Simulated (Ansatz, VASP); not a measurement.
## One calculation of BP, two programs

```xyz
2
Lattice="0.0000 2.2690 2.2690 2.2690 0.0000 2.2690 2.2690 2.2690 0.0000" Properties=species:S:1:pos:R:3 pbc="T T T"
P     3.4035    3.4035    3.4035
B     0.0000    0.0000    0.0000
```

Alike in both runs: task relaxation of cell and atoms; functional revPBE; k mesh 10 × 10 × 10; occupations fermi-dirac, width 0.05 eV; no spin polarisation.

|  | VASP | Ansatz |
| --- | --- | --- |
| version | VASP 6.6.1 | Ansatz 0.2.0 |
| potentials or method | VASP PAW PBE potentials, release 64 (P, B), cutoff 600 eV | all-electron LAPW, scalar-relativistic |

|  | VASP | Ansatz | Ansatz less VASP |
| --- | --- | --- | --- |
| relaxed volume (Å³/atom) | 11.89 | 11.91 | +0.023 |
| relaxed length of the cell vector where the two differ most in proportion (Å) | 3.228 | 3.230 | +0.0021 |

VASP's potentials were made for PBE, not for revPBE. Ansatz ran all-electron here, and VASP with PAW potentials.
